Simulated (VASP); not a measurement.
# PrAgC (P-6m2) in VASP: notebook

PrAgC is run at these levels: PBE; tasks: relaxation of cell and atoms, single point.

Program: VASP 6.6.1. These are calculated values, not measurements. Logs are shortened: lines on timing, memory, paths and dates and some standing lists are left out, and cuts for length are marked.

## 1. The cell of the first run

The structure is hexagonal, space group P-6m2 (No. 187). The conventional cell has a = 4.163 Å, b = 4.163 Å, c = 4.544 Å, α = 90.00°, β = 90.00°, γ = 120.00°. Within 4.3 Å of Pr (site symmetry -6m2) lie 6 Ag at 3.31 Å and 6 C at 3.31 Å and 6 Pr at 4.16 Å. Within 3.4 Å of Ag (site symmetry -6m2) lie 3 C at 2.40 Å and 6 Pr at 3.31 Å. Within 3.4 Å of C (site symmetry -6m2) lie 3 Ag at 2.40 Å and 6 Pr at 3.31 Å.

The cell was generated, and may not be a known phase.

## 2. Relaxation of cell and atoms, PBE

File INCAR:

```
  PREC = Accurate
  ENCUT = 600
  EDIFF = 1E-7
  ISMEAR = 0
  SIGMA = 0.1
  LREAL = F
  LASPH = T
  NELM = 200
  ALGO = Normal
  ISIF = 3
  LWAVE = F
  LCHARG = F
  GGA = PE
  IBRION = 2
  NSW = 90
  EDIFFG = -0.04
  GGA_COMPAT = F
  NELMIN = 4
  LMAXMIX = 6
```

File KPOINTS:

```
Automatic mesh
0
Gamma
  6 6 4
```

File POSCAR:

```
PrAgC
1.0
    4.1630059700      0.0000000000      0.0000000000
   -2.0815029800      3.6052689200      0.0000000000
    0.0000000000      0.0000000000      4.5443197300
Pr Ag C
1 1 1
Direct
    0.0000000000      0.0000000000      0.0000000000
    0.6666666700      0.3333333300      0.5000000000
    0.3333333300      0.6666666700      0.5000000000
```

Potentials or basis: VASP PAW PBE potentials, release 64 (Pr_3, Ag, C), 4f in core.

Started as:

```sh
cat potpaw_PBE.64/Pr_3/POTCAR potpaw_PBE.64/Ag/POTCAR potpaw_PBE.64/C/POTCAR > POTCAR
mpirun -np 1 vasp_std > vasp.out
```

OUTCAR:

```text
PREC = Accurate
   ENCUT = 600
   EDIFF = 1E-7
   ISMEAR = 0
   LREAL = F
   LASPH = T
   NELM = 200
   ISIF = 3
   GGA = PE
   IBRION = 2
   NSW = 90
   EDIFFG = -0.04
   NELMIN = 4

 ion  position               nearest neighbor table
   1  0.000  0.000  0.000-   2 3.31   2 3.31   2 3.31   2 3.31   2 3.31   2 3.31
   2  0.667  0.333  0.500-   3 2.40   3 2.40   3 2.40   1 3.31   1 3.31   1 3.31   1 3.31   1 3.31
                             1 3.31
   3  0.333  0.667  0.500-   2 2.40   2 2.40   2 2.40

  LATTYP: Found a hexagonal cell.
 ALAT       =     4.1630059700
 C/A-ratio  =     1.0915957754

  Lattice vectors:

 A1 = (   4.1630059700,   0.0000000000,   0.0000000000)
 A2 = (  -2.0815029800,   3.6052689200,   0.0000000000)
 A3 = (   0.0000000000,   0.0000000000,   4.5443197300)

Analysis of symmetry for initial positions (statically):
=====================================================================
 Subroutine PRICEL returns:
 Original cell was already a primitive cell.

 Routine SETGRP: Setting up the symmetry group for a
 hexagonal supercell.

 Subroutine GETGRP returns: Found 12 space group operations
 (whereof 12 operations were pure point group operations)
 out of a pool of 24 trial point group operations.

The static configuration has the point symmetry D_3h.

Analysis of symmetry for dynamics (positions and initial velocities):
=====================================================================
 Subroutine PRICEL returns:
 Original cell was already a primitive cell.

 Routine SETGRP: Setting up the symmetry group for a
 hexagonal supercell.

 Subroutine GETGRP returns: Found 12 space group operations
 (whereof 12 operations were pure point group operations)
 out of a pool of 24 trial point group operations.

The dynamic configuration has the point symmetry D_3h.

 Subroutine INISYM returns: Found 12 space group operations
 (whereof 12 operations are pure point group operations),
 and found     1 'primitive' translations

----------------------------------------------------------------------------------------

                                     Primitive cell

  volume of cell :      68.2046

  direct lattice vectors                    reciprocal lattice vectors
     4.163005970  0.000000000  0.000000000     0.240211042  0.138685909  0.000000000
    -2.081502980  3.605268920  0.000000000     0.000000000  0.277371819  0.000000000
     0.000000000  0.000000000  4.544319730     0.000000000  0.000000000  0.220054939

  length of vectors
     4.163005970  4.163005962  4.544319730     0.277371819  0.277371819  0.220054939

  position of ions in fractional coordinates (direct lattice)
     0.000000000  0.000000000  0.000000000
     0.666666670  0.333333330  0.500000000
     0.333333330  0.666666670  0.500000000

  ion indices of the primitive-cell ions
   primitive index   ion index
                 1           1
                 2           2
                 3           3

----------------------------------------------------------------------------------------

 KPOINTS: Automatic mesh

Automatic generation of k-mesh.
 Grid dimensions read from file:
 generate k-points for:    6    6    4

 Generating k-lattice:

  Cartesian coordinates                     Fractional coordinates (reciprocal lattice)
     0.040035174  0.023114318  0.000000000     0.166666667  0.000000000  0.000000000
     0.000000000  0.046228637  0.000000000     0.000000000  0.166666667  0.000000000
     0.000000000  0.000000000  0.055013735     0.000000000  0.000000000  0.250000000

  Length of vectors
     0.046228636  0.046228637  0.055013735

  Shift w.r.t. Gamma in fractional coordinates (k-lattice)
     0.000000000  0.000000000  0.000000000

 Subroutine IBZKPT returns following result:
 ===========================================

 Found     21 irreducible k-points:

 Following reciprocal coordinates:
            Coordinates               Weight
  0.000000  0.000000  0.000000      1.000000
  0.166667  0.000000  0.000000      6.000000
  0.333333 -0.000000  0.000000      6.000000
  0.500000  0.000000  0.000000      3.000000
  0.166667  0.166667  0.000000      6.000000
  0.333333  0.166667  0.000000     12.000000
[... 13 lines left out ...]
  0.333333  0.166667  0.500000     12.000000
  0.333333  0.333333  0.500000      2.000000
   k-points           NKPTS =     21   k-points in BZ     NKDIM =     21   number of bands    NBANDS=     17
   number of dos      NEDOS =    301   number of ions     NIONS =      3
   total plane-waves  NPLWV =  46656
   dimension x,y,z NGX =    36 NGY =   36 NGZ =   36
   dimension x,y,z NGXF=    72 NGYF=   72 NGZF=   72
   ions per type =               1   1   1
   NGX,Y,Z   is equivalent  to a cutoff of  14.38, 14.38, 13.17 a.u.
   NGXF,Y,Z  is equivalent  to a cutoff of  28.75, 28.75, 26.34 a.u.
 SYSTEM =  unknown system
   PREC   = accura    normal or accurate (medium, high low for compatibility)
   ISTART =      0    job   : 0-new  1-cont  2-samecut
   ICHARG =      2    charge: 1-file 2-atom 10-const
   ISPIN  =      1    spin polarized calculation?
   LNONCOLLINEAR =      F non collinear calculations
   LSORBIT =      F    spin-orbit coupling
   LASPH  =      T    aspherical Exc in radial PAW
   ENCUT  =  600.0 eV  44.10 Ry    6.64 a.u.   8.31  8.31  9.08*2*pi/ulx,y,z
   NELM   =    200;   NELMIN=  4; NELMDL= -5     # of ELM steps
   EDIFF  = 0.1E-06   stopping-criterion for ELM
   LREAL  =      F    real-space projection
   EDIFFG = -.4E-01   stopping-criterion for IOM
   NSW    =     90    number of steps for IOM
   IBRION =      2    ionic relax: 0-MD 1-quasi-New 2-CG
   NFREE  =      1    steps in history (QN), initial steepest desc. (CG)
   ISIF   =      3    stress and relaxation
   ISYM   =      2    0-nonsym 1-usesym 2-fastsym
   POTIM  = 0.5000    time-step for ionic-motion
   TEBEG  =    0.0;   TEEND  =   0.0 temperature during run
   PSTRESS=    0.0 pullay stress
   NELECT =      26.0000    total number of electrons
   NUPDOWN=      -1.0000    fix difference up-down
   EMIN   =  10.00;   EMAX   =-10.00  energy-range for DOS
   EFERMI =   0.00;   METHOD = LEGACY
   ISMEAR =     0;   SIGMA  =   0.10  broadening in eV -4-tet -1-fermi 0-gaus
   EFERMI_NEDOS =   21; number of points for ismear=-14 and -15
   IALGO  =     38    algorithm
   IMIX   =      4    mixing-type and parameters
     AMIX     =   0.40;   BMIX     =  1.00
     AMIX_MAG =   1.60;   BMIX_MAG =  1.00
  volume/ion in A,a.u.               =      22.73       153.42
  Fermi-wavevector in a.u.,A,eV,Ry     =   1.187029  2.243160 19.171132  1.409038
  Thomas-Fermi vector in A             =   2.323189
   LORBIT       =      0    0 simple, 1 ext, 2 COOP (PROOUT), +10 PAW based schemes
   GGA     = PE    functional components
   LHFCALC =     F    Hartree Fock is set to
   AEXX    =    0.0000 exact exchange contribution
   IVDW    =     0    specifies the selected vdW correction
   LEPSILON=     F    determine dielectric tensor
   LRPA    =     F    only Hartree local field effects (RPA)
 conjugate gradient relaxation of ions
 non-spin polarized calculation
 Gauss-broadening in eV      SIGMA  =   0.10
  energy-cutoff  :      600.00
  volume of cell :       68.20
 maximum number of plane-waves:      2288
 NGX is ok and might be reduce to    36
   NGX = 17   NGY = 17   NGZ = 19

--------------------------------------- Ionic step        1  -------------------------------------------

 number of electron      25.9999998 magnetization

 Free energy of the ion-electron system (eV)
  ---------------------------------------------------
  ext. energy  EPLUGINS =         0.00000000
  ---------------------------------------------------
  free energy    TOTEN  =       -14.44510703 eV

  energy without entropy =      -14.43684232  energy(sigma->0) =      -14.44097467

------------------------ aborting loop because EDIFF is reached ----------------------------------------

  FORCE on cell =-STRESS in cart. coord.  units (eV):
  Direction    XX          YY          ZZ          XY          YZ          ZX
  --------------------------------------------------------------------------------------
  -------------------------------------------------------------------------------------
  Total       -5.1810426     -5.1810426     -6.5658115     -0.0000000      0.0000000      0.0000000
  in kB     -121.7066104   -121.7066099   -154.2358788     -0.0000002      0.0000000      0.0000000
  external PRESSURE =    -132.5496997 kB  Pullay stress =       0.0000000 kB

 VOLUME and BASIS-vectors are now :
 -----------------------------------------------------------------------------
  energy-cutoff  :      600.00
  volume of cell :       68.20
      direct lattice vectors                 reciprocal lattice vectors
     4.163005970  0.000000000  0.000000000     0.240211042  0.138685909  0.000000000
    -2.081502980  3.605268920  0.000000000     0.000000000  0.277371819  0.000000000
     0.000000000  0.000000000  4.544319730     0.000000000  0.000000000  0.220054939
[... 149 lines left out ...]
 POSITION                                       TOTAL-FORCE (eV/Angst)
 -----------------------------------------------------------------------------------
      0.00000      0.00000      0.00000        -0.000000     -0.000000     -0.000000
      2.01267      1.16202      1.93270        -0.000000      0.000000     -0.000000
     -0.00000      2.32403      1.93270         0.000000     -0.000000      0.000000
 -----------------------------------------------------------------------------------
    total drift:                               -0.000002      0.000001      0.000000

  FREE ENERGIE OF THE ION-ELECTRON SYSTEM (eV)
  ---------------------------------------------------
  free  energy   TOTEN  =       -15.1793586399 eV

  energy  without entropy=      -15.1679954233  energy(sigma->0) =      -15.17367703

--------------------------------------- Ionic step        6  -------------------------------------------

 number of electron      26.0000002 magnetization

 Free energy of the ion-electron system (eV)
  ---------------------------------------------------
  ext. energy  EPLUGINS =         0.00000000
  ---------------------------------------------------
  free energy    TOTEN  =       -15.19256770 eV

  energy without entropy =      -15.17773647  energy(sigma->0) =      -15.18515209

 E-fermi :   6.0173     XC(G=0): -11.1929

 val. band max:        6.0108692899   @ k =   0.3333  -0.0000   0.5000
 cond. band min:       6.0197877538   @ k =   0.3333   0.3333   0.0000
 fundamental gap:      0.0089184639
 Fermi energy:         6.0172536515

 k-point     1 :       0.0000    0.0000    0.0000
  band No.  band energies     occupation
      1     -30.2575      2.00000
      2     -12.1418      2.00000
      3     -12.0437      2.00000
      4     -12.0437      2.00000
      5      -4.3891      2.00000
      6       0.1371      2.00000
[... 9 lines left out ...]
     16       9.8572      0.00000
     17       9.8572      0.00000
[... 420 lines left out ...]
 POSITION                                       TOTAL-FORCE (eV/Angst)
 -----------------------------------------------------------------------------------
      0.00000      0.00000      0.00000         0.000000      0.000000      0.000000
      1.99226      1.15023      1.98224        -0.000000     -0.000000     -0.000000
     -0.00000      2.30047      1.98224         0.000000     -0.000000      0.000000
 -----------------------------------------------------------------------------------
    total drift:                               -0.000002      0.000001      0.000000

  FREE ENERGIE OF THE ION-ELECTRON SYSTEM (eV)
  ---------------------------------------------------
  free  energy   TOTEN  =       -15.1925677026 eV

  energy  without entropy=      -15.1777364713  energy(sigma->0) =      -15.18515209

 reached required accuracy - stopping structural energy minimisation
```

Wall time 2.1 min (1 thread of Intel Xeon Platinum 8488C (Sapphire Rapids), shared host); peak memory 0.24 GiB.

What came out:

| Quantity | Value |
| --- | --- |
| Free energy | -15.1926 eV |
| Relaxed volume | 18.17 Å³/atom |
| Relaxed cell | a = 3.985 Å, b = 3.985 Å, c = 3.964 Å, α = 90.00°, β = 90.00°, γ = 120.00° |
| Space group after relaxing (to 0.1 Å) | P-6m2 (No. 187) |
| Energy gained by relaxing | 249.2 meV/atom |
| Ionic steps | 6 |
| Pressure after relaxing | 0.2 GPa |
| Band gap on the k mesh | zero (bands 13 and 14 overlap by 1.32 eV) |

Stress tensor (GPa, compression positive):
```
 0.30  0.00  0.00
 0.00  0.30  0.00
 0.00  0.00 -0.08
```

The path:
| step | energy change (eV) | largest force (eV/Å) | pressure (GPa) | volume (Å³) |
| --- | --- | --- | --- | --- |
| 1 | 0.0000 | 0.0000 | -13.25 | 68.20 |
| 2 | -0.5961 | 0.0000 | 8.82 | 51.26 |
| 3 | -0.6855 | 0.0000 | 0.32 | 54.94 |
| 4 | -0.7245 | 0.0000 | 0.22 | 54.77 |
| 5 | -0.7343 | 0.0000 | 0.26 | 54.24 |
| 6 | -0.7475 | 0.0000 | 0.17 | 54.51 |

Final structure:
```yaml
crystal:
  lattice:
    - [3.98453, 0.00000, 0.00000]
    - [-1.99226, 3.45070, 0.00000]
    - [0.00000, 0.00000, 3.96449]
  atoms:
    - { symbol: Pr, position: [0.00000, 0.00000, 0.00000] }
    - { symbol: Ag, position: [0.66667, 0.33333, 0.50000] }
    - { symbol: C, position: [0.33333, 0.66667, 0.50000] }
```

Levels at points of the mesh, in eV from the Fermi level:
```tsv
k point	band 10	band 11	band 12	band 13	band 14	band 15	band 16	band 17
(0.00, 0.00, 0.00)	-5.21	-0.25	-0.22	-0.22	0.29	0.86	3.84	3.84
(0.50, 0.00, 0.00)	-5.10	-3.95	-0.68	-0.61	0.42	3.59	3.85	4.11
(0.00, 0.00, 0.50)	-4.65	-3.72	1.28	1.28	2.34	2.43	2.43	2.69
(0.50, 0.00, 0.50)	-4.40	-3.31	-2.06	-1.52	0.23	3.16	4.82	5.01
```

Caveat: the volume moved by over 15 % at a fixed basis, so the end points are rough; spin-orbit coupling is left out, which moves the levels of the heavy elements; the 4f electrons are frozen in the core, so they carry no moment and show no levels.

## 3. Single point, PBE

This run uses another cell than the first one, of 18.15 Å³/atom.

File INCAR:

```
PREC = Accurate ; ENCUT = 600
EDIFF = 1E-6 ; ISMEAR = 0
SIGMA = 0.1 ; LREAL = False
LASPH = True ; NELM = 200
ALGO = Normal ; ISIF = 2
LWAVE = False ; LCHARG = False
GGA = PE ; NBANDS = 20
GGA_COMPAT = False ; LMAXMIX = 6
```

File KPOINTS:

```
regular mesh
0
Gamma
  12 12 12
```

File POSCAR:

```
PrAgC
1.0
    3.9881781639      0.0000000000      0.0000000000
   -1.9940890819      3.4538636047      0.0000000000
    0.0000000000      0.0000000000      3.9519801010
Pr Ag C
1 1 1
Direct
    0.0000000000      0.0000000000      0.0000000000
    0.6666666667      0.3333333333      0.5000000000
    0.3333333333      0.6666666667      0.5000000000
```

Potentials or basis: VASP PAW PBE potentials, release 64 (Pr_3, Ag, C), 4f in core.

Started as:

```sh
cat potpaw_PBE.64/Pr_3/POTCAR potpaw_PBE.64/Ag/POTCAR potpaw_PBE.64/C/POTCAR > POTCAR
mpirun -np 1 vasp_std > vasp.out
```

Run time: 89 s. Hardware: 1 thread of Intel Xeon Platinum 8488C (Sapphire Rapids), shared host; peak memory 0.33 GiB.

Results (log left out):

```
Free energy            : -15.2038 eV
Pressure               : 0.1 GPa
Band gap on the k mesh : zero (bands 13 and 14 overlap by 1.47 eV)
```

Stress tensor (GPa, compression positive):
```
0.15 0.00 0.00
0.00 0.15 0.00
0.00 0.00 0.06
```

Levels at points of the mesh, in eV from the Fermi level:
```tsv
k point	band 10	band 11	band 12	band 13	band 14	band 15	band 16	band 17
(0.00, 0.00, 0.00)	-5.25	-0.28	-0.28	-0.26	0.25	0.82	3.81	3.81
(0.50, 0.00, 0.00)	-5.14	-3.99	-0.70	-0.65	0.39	3.57	3.81	4.09
(0.00, 0.00, 0.50)	-4.69	-3.77	1.23	1.23	2.32	2.40	2.40	2.64
(0.50, 0.00, 0.50)	-4.43	-3.34	-2.11	-1.57	0.18	3.12	4.77	5.00
```

Caveat: spin-orbit coupling is left out, which moves the levels of the heavy elements; the 4f electrons are frozen in the core, so they carry no moment and show no levels. Spin polarisation is off, so any magnetic state and its effect on volume and gap are missing.
